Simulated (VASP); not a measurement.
# Sb in VASP: a series of runs

The runs below take Sb through single point, with PBE0, PBEsol.

All numbers are computed with VASP 6.6.1; they aren't measurements. Logs are shortened: lines on timing, memory, paths and dates and some standing lists are left out, and cuts for length are marked.

**1. The cell of the first run**

The structure is cubic, space group Pm-3m (No. 221). Conventional cell: a = 3.139 Å, b = 3.139 Å, c = 3.139 Å, α = 90.00°, β = 90.00°, γ = 90.00°. Sb (site symmetry m-3m) has 6 Sb at 3.14 Å within 4.1 Å.

This isn't the form of Sb at room conditions, which is rhombohedral.

**2. Single point, PBE0**

Contents of POSCAR:

```
Sb
1.0
    3.1387913073      0.0000000000      0.0000000000
    0.0000000000      3.1387913073      0.0000000000
    0.0000000000      0.0000000000      3.1387913073
Sb
1
Direct
    0.0000000000      0.0000000000      0.0000000000
```

Contents of INCAR.step1:

```
SYSTEM = Sb
ALGO = Normal ; EDIFF = 1E-5
ENCUT = 400 ; GGA = PE
GGA_COMPAT = .False. ; ISIF = 2
ISMEAR = -1 ; LASPH = .True.
LREAL = .False. ; LWAVE = .True.
NBANDS = 14 ; NELM = 120
PREC = Accurate ; SIGMA = 0.05
```

Contents of INCAR.step2:

```
SYSTEM = Sb
AEXX = 0.25 ; ALGO = Normal
EDIFF = 1E-6 ; ENCUT = 400
GGA = PE ; GGA_COMPAT = .False.
ISIF = 2 ; ISMEAR = -1
ISTART = 1 ; LASPH = .True.
LCHARG = .True. ; LELF = .True.
LHFCALC = .True. ; LREAL = .False.
LVHAR = .True. ; LWAVE = .False.
NBANDS = 14 ; NELM = 120
PREC = Accurate ; PRECFOCK = Normal
SIGMA = 0.05
```

Contents of KPOINTS:

```
k-points
0
Gamma
  6 6 6
  0 0 0
```

Potentials or basis: VASP PAW PBE potentials, release 64 (Sb_d_GW).

The run is started by

```
cat potpaw_PBE.64/Sb_d_GW/POTCAR > POTCAR
cp INCAR.step1 INCAR
mpirun -np 1 vasp_std > vasp.out
cp INCAR.step2 INCAR
mpirun -np 1 vasp_std > vasp.out
```

OUTCAR:

```text
SYSTEM = Sb
   AEXX = 0.25
   EDIFF = 1E-6
   ENCUT = 400
   GGA = PE
   ISIF = 2
   ISMEAR = -1
   ISTART = 1
   LASPH = .True.
   LHFCALC = .True.
   LREAL = .False.
   NELM = 120
   PREC = Accurate
   PRECFOCK = Normal

 ion  position               nearest neighbor table
   1  0.000  0.000  0.000-

  LATTYP: Found a simple cubic cell.
 ALAT       =     3.1387913073

  Lattice vectors:

 A1 = (   3.1387913073,   0.0000000000,   0.0000000000)
 A2 = (   0.0000000000,   3.1387913073,   0.0000000000)
 A3 = (   0.0000000000,   0.0000000000,   3.1387913073)

Analysis of symmetry for initial positions (statically):
=====================================================================
 Subroutine PRICEL returns:
 Original cell was already a primitive cell.

 Routine SETGRP: Setting up the symmetry group for a
 simple cubic supercell.

 Subroutine GETGRP returns: Found 48 space group operations
 (whereof 48 operations were pure point group operations)
 out of a pool of 48 trial point group operations.

The static configuration has the point symmetry O_h .

Analysis of symmetry for dynamics (positions and initial velocities):
=====================================================================
 Subroutine PRICEL returns:
 Original cell was already a primitive cell.

 Routine SETGRP: Setting up the symmetry group for a
 simple cubic supercell.

 Subroutine GETGRP returns: Found 48 space group operations
 (whereof 48 operations were pure point group operations)
 out of a pool of 48 trial point group operations.

The dynamic configuration has the point symmetry O_h .

 Subroutine INISYM returns: Found 48 space group operations
 (whereof 48 operations are pure point group operations),
 and found     1 'primitive' translations

----------------------------------------------------------------------------------------

                                     Primitive cell

  volume of cell :      30.9234

  direct lattice vectors                    reciprocal lattice vectors
     3.138791307  0.000000000  0.000000000     0.318593975  0.000000000  0.000000000
     0.000000000  3.138791307  0.000000000     0.000000000  0.318593975  0.000000000
     0.000000000  0.000000000  3.138791307     0.000000000  0.000000000  0.318593975

  length of vectors
     3.138791307  3.138791307  3.138791307     0.318593975  0.318593975  0.318593975

  position of ions in fractional coordinates (direct lattice)
[... 86 lines left out ...]
   EFERMI =   0.00;   METHOD = LEGACY
   ISMEAR =    -1;   SIGMA  =   0.05  broadening in eV -4-tet -1-fermi 0-gaus
   EFERMI_NEDOS =   21; number of points for ismear=-14 and -15
   IALGO  =     38    algorithm
   IMIX   =      1    mixing-type and parameters
     AMIX     =   0.40;   BMIX     =  1.00
     AMIX_MAG =   1.60;   BMIX_MAG =  1.00
  volume/ion in A,a.u.               =      30.92       208.68
  Fermi-wavevector in a.u.,A,eV,Ry     =   1.286302  2.430758 22.511816  1.654572
  Thomas-Fermi vector in A             =   2.418384
   LORBIT       =      0    0 simple, 1 ext, 2 COOP (PROOUT), +10 PAW based schemes
   GGA     = PE    functional components
   LHFCALC =     T    Hartree Fock is set to
   PRECFOCK=normal    Normal, Fast or Accurate (Low or Medium for compatibility)
   ENCUT4O =  -1.0   cutoff for four orbital integrals eV
   NKREDX  =     1    reduce k-point grid by
   NKREDY  =     1    reduce k-point grid by
   NKREDZ  =     1    reduce k-point grid by
   AEXX    =    0.2500 exact exchange contribution
   HFSCREEN=    0.0000 screening length (either q_TF or 0.3 A-1)
   HFSCREENC=   0.0000 screening length for correlation (either q_TF or 0.3 A-1)
   ENCUTFOCK=  -1.0 apply spherical cutoff to Coloumb kernel
   IVDW    =     0    specifies the selected vdW correction
   LEPSILON=     F    determine dielectric tensor
   LRPA    =     F    only Hartree local field effects (RPA)
 non-spin polarized calculation
  energy-cutoff  :      400.00
  volume of cell :       30.92
 maximum number of plane-waves:       587
  NGX = 16; NGY = 16; NGZ = 16

 number of electron      15.0000033 magnetization

 Free energy of the ion-electron system (eV)
  ---------------------------------------------------
  ext. energy  EPLUGINS =         0.00000000
  ---------------------------------------------------
  free energy    TOTEN  =        -5.40890077 eV

  energy without entropy =       -5.40879644  energy(sigma->0) =       -5.40884860

 E-fermi :   5.0220     XC(G=0):  -7.7852

 val. band max:        4.6705342126   @ k =   0.1667   0.0000   0.0000
 cond. band min:       5.3638352457   @ k =   0.1667   0.1667   0.0000
 fundamental gap:      0.6933010332
 Fermi energy:         5.0220086097

 k-point     1 :       0.0000    0.0000    0.0000
  band No.  band energies     occupation
      1     -27.3631      2.00000
      2     -27.3631      2.00000
      3     -27.1909      2.00000
      4     -27.1909      2.00000
      5     -27.1909      2.00000
      6      -9.2743      2.00000
      7       8.7696      0.00000
      8       8.7696      0.00000
      9       8.7696      0.00000
     10      12.6991      0.00000
     11      12.6991      0.00000
     12      13.7091      0.00000
     13      24.8003      0.00000
     14      24.8003      0.00000
[... 309 lines left out ...]
      1     -27.2817      2.00000
      2     -27.2817      2.00000
      3     -27.2817      2.00000
      4     -27.1267      2.00000
      5     -27.1267      2.00000
      6      -0.7285      2.00000
      7       2.5195      2.00000
      8       2.5195      2.00000
      9       2.5195      2.00000
     10      10.4012      0.00000
     11      10.4012      0.00000
     12      10.4012      0.00000
     13      12.5861      0.00000
     14      30.5464      0.00000

------------------------ aborting loop because EDIFF is reached ----------------------------------------

  FORCE on cell =-STRESS in cart. coord.  units (eV):
  Direction    XX          YY          ZZ          XY          YZ          ZX
  --------------------------------------------------------------------------------------
  -------------------------------------------------------------------------------------
  Total       -0.4983837     -0.4983837     -0.4983837      0.0000000      0.0000000     -0.0000000
  in kB      -25.8218341    -25.8218341    -25.8218341      0.0000000      0.0000000     -0.0000000
  external PRESSURE =     -25.8218341 kB  Pullay stress =       0.0000000 kB

 VOLUME and BASIS-vectors are now :
 -----------------------------------------------------------------------------
  energy-cutoff  :      400.00
  volume of cell :       30.92
      direct lattice vectors                 reciprocal lattice vectors
     3.138791307  0.000000000  0.000000000     0.318593975  0.000000000  0.000000000
     0.000000000  3.138791307  0.000000000     0.000000000  0.318593975  0.000000000
     0.000000000  0.000000000  3.138791307     0.000000000  0.000000000  0.318593975

 POSITION                                       TOTAL-FORCE (eV/Angst)
 -----------------------------------------------------------------------------------
      0.00000      0.00000      0.00000         0.000000      0.000000      0.000000
 -----------------------------------------------------------------------------------
    total drift:                                0.000000      0.000000      0.000000

  FREE ENERGIE OF THE ION-ELECTRON SYSTEM (eV)
  ---------------------------------------------------
  free  energy   TOTEN  =        -5.4089007665 eV

  energy  without entropy=       -5.4087964406  energy(sigma->0) =       -5.40884860
```

OUTCAR.step1:

```text
SYSTEM = Sb
   EDIFF = 1E-5
   ENCUT = 400
   GGA = PE
   ISIF = 2
   ISMEAR = -1
   LASPH = .True.
[... 549 lines left out ...]
 -----------------------------------------------------------------------------------
      0.00000      0.00000      0.00000         0.000000      0.000000      0.000000
 -----------------------------------------------------------------------------------
    total drift:                               -0.000000     -0.000000     -0.000000

  FREE ENERGIE OF THE ION-ELECTRON SYSTEM (eV)
  ---------------------------------------------------
  free  energy   TOTEN  =        -4.1332967731 eV

  energy  without entropy=       -4.1264478281  energy(sigma->0) =       -4.12987230
```

Wall time 11 min (1 thread of AMD EPYC 7R13 (Zen 3), shared host); peak memory 0.11 GiB.

What came out:

| Property | Result |
| --- | --- |
| Free energy | -5.4089 eV |
| Pressure | -2.6 GPa |
| Band gap on the k mesh | zero (an odd number of electrons rules out a gap without spin polarisation) |

Levels at points of the mesh, in eV from the Fermi level:
```csv
k point,band 4,band 5,band 6,band 7,band 8,band 9,band 10,band 11
"(0.00, 0.00, 0.00)",-32.21,-32.21,-14.30,3.75,3.75,3.75,7.68,7.68
"(0.50, 0.00, 0.00)",-32.24,-32.21,-11.66,-6.82,5.85,5.85,10.14,11.23
"(0.50, 0.50, 0.00)",-32.25,-32.15,-8.89,-4.61,-4.61,2.59,7.91,13.99
"(0.50, 0.50, 0.50)",-32.15,-32.15,-5.75,-2.50,-2.50,-2.50,5.38,5.38
```

Caveat: the PAW data sets were made with another functional, which shifts forces and pressure a little; spin-orbit coupling is left out, which moves the levels of the heavy elements; an odd number of electrons without spin polarisation forces a metal; a magnetic or distorted state may lie lower.

**3. Single point, PBE0**

This run uses another cell than the first one, of 32.82 Å³/atom.

Contents of POSCAR:

```
Sb
1.0
    3.2015837161      0.0000000000      0.0000000000
    0.0000000000      3.2015837161      0.0000000000
    0.0000000000      0.0000000000      3.2015837161
Sb
1
Direct
    0.0000000000      0.0000000000      0.0000000000
```

Contents of INCAR.step1:

```
  ALGO = Normal
  EDIFF = 1E-5
  ENCUT = 400
  GGA = PE
  GGA_COMPAT = F
  ISIF = 2
  ISMEAR = -1
  LASPH = T
  LREAL = F
  LWAVE = T
  NBANDS = 14
  NELM = 120
  PREC = Accurate
  SIGMA = 0.05
```

Contents of INCAR.step2:

```
  AEXX = 0.25
  ALGO = Normal
  EDIFF = 1E-6
  ENCUT = 400
  GGA = PE
  GGA_COMPAT = F
  ISIF = 2
  ISMEAR = -1
  ISTART = 1
  LASPH = T
  LCHARG = T
  LELF = T
  LHFCALC = T
  LREAL = F
  LVHAR = T
  LWAVE = F
  NBANDS = 14
  NELM = 120
  PREC = Accurate
  PRECFOCK = Normal
  SIGMA = 0.05
```

Contents of KPOINTS:

```
k-points
0
Gamma
  6 6 6
```

Potentials or basis: VASP PAW PBE potentials, release 64 (Sb_d_GW).

The run is started by

```
cat potpaw_PBE.64/Sb_d_GW/POTCAR > POTCAR
cp INCAR.step1 INCAR
mpirun -np 1 vasp_std > vasp.out
cp INCAR.step2 INCAR
mpirun -np 1 vasp_std > vasp.out
```

It took 18 min on 1 thread of Intel Xeon Platinum 8259CL at 2.50GHz (Skylake/Cascade Lake), shared host; peak memory 0.15 GiB.

Results (log left out):

* Free energy: -5.3655 eV
* Pressure: -5.4 GPa
* Band gap on the k mesh: zero (an odd number of electrons rules out a gap without spin polarisation)

Levels at points of the mesh, in eV from the Fermi level:
| k point | band 5 | band 6 | band 7 | band 8 | band 9 | band 10 |
| --- | --- | --- | --- | --- | --- | --- |
| (0.00, 0.00, 0.00) | -32.18 | -13.83 | 3.59 | 3.59 | 3.59 | 7.61 |
| (0.50, 0.00, 0.00) | -32.17 | -11.42 | -6.38 | 5.50 | 5.50 | 9.92 |
| (0.50, 0.50, 0.00) | -32.12 | -8.90 | -4.33 | -4.33 | 2.81 | 7.35 |
| (0.50, 0.50, 0.50) | -32.12 | -6.10 | -2.37 | -2.37 | -2.37 | 5.46 |

Caveat: the cell stands under tension; the PAW data sets were made with another functional, which shifts forces and pressure a little; spin-orbit coupling is left out, which moves the levels of the heavy elements; an odd number of electrons without spin polarisation forces a metal; a magnetic or distorted state may lie lower.

**4. Single point, PBEsol**

This run uses another cell than the first one, of 31.55 Å³/atom.

Contents of INCAR:

```
SYSTEM = Sb
PREC = Accurate
ENCUT = 500
EDIFF = 1E-6
ISMEAR = -1
SIGMA = 0.05
LREAL = .FALSE.
LASPH = .TRUE.
NELM = 120
ALGO = Normal
ISIF = 2
LWAVE = .FALSE.
LCHARG = .FALSE.
GGA = PS
NBANDS = 8
GGA_COMPAT = .FALSE.
```

Contents of KPOINTS:

```
Automatic mesh
0
G
  8 8 8
  0 0 0
```

Contents of POSCAR:

```
Sb
1.0
    3.1600000000     -0.0316000000      0.0000000000
   -0.0316000000      3.1600000000      0.0000000000
    0.0000000000      0.0000000000      3.1600000000
Sb
1
Direct
    0.0000000000      0.0000000000      0.0000000000
```

Potentials or basis: VASP PAW PBE potentials, release 64 (Sb).

The run is started by

```
cat potpaw_PBE.64/Sb/POTCAR > POTCAR
mpirun -np 1 vasp_std > vasp.out
```

It took 9.3 s on 1 thread of Intel Xeon 8259CL, shared host; peak memory 0.15 GiB.

Results (log left out):

```yaml
Free_energy: -4.4781 eV
Pressure: -4.6 GPa
Band_gap_on_the_k_mesh: zero (an odd number of electrons rules out a gap without spin polarisation)
```

Stress tensor (GPa, compression positive):
```
-4.67 -0.05  0.00
-0.05 -4.67  0.00
 0.00  0.00 -4.59
```

Levels at points of the mesh, in eV from the Fermi level:
```tsv
k point	band 1	band 2	band 3	band 4	band 5	band 6
(0.00, 0.00, 0.00)	-11.93	3.13	3.17	3.22	6.95	6.95
(0.50, 0.00, 0.00)	-9.70	-5.16	4.99	5.00	8.95	10.42
(0.50, 0.50, 0.00)	-7.37	-3.35	-3.13	2.38	6.83	12.49
(0.00, 0.00, 0.50)	-9.71	-5.16	4.96	5.05	8.96	10.41
(0.50, 0.00, 0.50)	-7.37	-3.24	-3.24	2.37	6.82	12.43
(0.50, 0.50, 0.50)	-4.81	-1.55	-1.45	-1.34	4.82	4.95
```

Caveat: the cell stands under tension; the PAW data sets were made with another functional, which shifts forces and pressure a little; spin-orbit coupling is left out, which moves the levels of the heavy elements; an odd number of electrons without spin polarisation forces a metal; a magnetic or distorted state may lie lower.

**5. Single point, PBEsol**

This run uses another cell than the first one, of 31.55 Å³/atom.

Contents of INCAR:

```
PREC = Accurate
ENCUT = 500
EDIFF = 1E-6
ISMEAR = -1
SIGMA = 0.05
LREAL = False
LASPH = True
NELM = 120
ALGO = Normal
ISIF = 2
LWAVE = False
LCHARG = False
GGA = PS
NBANDS = 8
GGA_COMPAT = False
```

Contents of KPOINTS:

```
regular mesh
0
Gamma
  8 8 8
```

Contents of POSCAR:

```
Sb
1.0
    3.1600000000      0.0316000000      0.0000000000
    0.0316000000      3.1600000000      0.0000000000
    0.0000000000      0.0000000000      3.1600000000
Sb
1
Direct
    0.0000000000      0.0000000000      0.0000000000
```

The run is started by

```
cat potpaw_PBE.64/Sb/POTCAR > POTCAR
mpirun -np 1 vasp_std > vasp.out
```

It took 8.8 s on 1 thread of Intel Xeon 8259CL, shared host; peak memory 0.15 GiB.

The run converged. Its results:

```
Free energy            : -4.4781 eV
Pressure               : -4.6 GPa
Band gap on the k mesh : zero (an odd number of electrons rules out a gap without spin polarisation)
```

Stress tensor (GPa, compression positive):
```
-4.67  0.05  0.00
 0.05 -4.67  0.00
 0.00  0.00 -4.59
```

Levels at points of the mesh, in eV from the Fermi level:
| k point | band 1 | band 2 | band 3 | band 4 | band 5 | band 6 |
| --- | --- | --- | --- | --- | --- | --- |
| (0.00, 0.00, 0.00) | -11.93 | 3.13 | 3.17 | 3.22 | 6.95 | 6.95 |
| (0.50, 0.00, 0.00) | -9.70 | -5.16 | 4.99 | 5.00 | 8.95 | 10.42 |
| (0.50, 0.50, 0.00) | -7.37 | -3.35 | -3.13 | 2.38 | 6.83 | 12.49 |
| (0.00, 0.00, 0.50) | -9.71 | -5.16 | 4.96 | 5.05 | 8.96 | 10.41 |
| (0.50, 0.00, 0.50) | -7.37 | -3.24 | -3.24 | 2.37 | 6.82 | 12.43 |
| (0.50, 0.50, 0.50) | -4.81 | -1.55 | -1.45 | -1.34 | 4.82 | 4.95 |

Caveat: the cell stands under tension; the PAW data sets were made with another functional, which shifts forces and pressure a little; spin-orbit coupling is left out, which moves the levels of the heavy elements; an odd number of electrons without spin polarisation forces a metal; a magnetic or distorted state may lie lower.

**6. Summary**

```tsv
level	potentials or basis	cell	k mesh	cutoff (eV)	grid for exact exchange (PRECFOCK)	share of exact exchange	gap on the mesh (eV)	pressure (GPa)
PBE0	VASP PAW PBE potentials, release 64 (Sb_d_GW)	a = 3.139 Å, 1 atom	6 × 6 × 6	400	Normal	0.25	none	-2.6
PBE0	VASP PAW PBE potentials, release 64 (Sb_d_GW)	a = 3.202 Å, 1 atom	6 × 6 × 6	400	Normal	0.25	none	-5.4
PBEsol	VASP PAW PBE potentials, release 64 (Sb)	a = 3.160 Å, angles 90.0, 90.0, 91.1°, 1 atom	8 × 8 × 8	500	-	-	none	-4.6
PBEsol	VASP PAW PBE potentials, release 64 (Sb)	a = 3.160 Å, angles 90.0, 90.0, 88.9°, 1 atom	8 × 8 × 8	500	-	-	none	-4.6
```

Alike in all rows: task single point; no spin polarisation; smearing fermi-dirac 0.05 eV.

Caveats: the PAW data sets were made with another functional, which shifts forces and pressure a little; spin-orbit coupling is left out, which moves the levels of the heavy elements; an odd number of electrons without spin polarisation forces a metal; a magnetic or distorted state may lie lower; the cell stands under tension (at least some runs).

Absolute energies hang on the potentials; compare differences alone.

The gap in the log of VASP goes by the Fermi energy; the results here count the filled bands.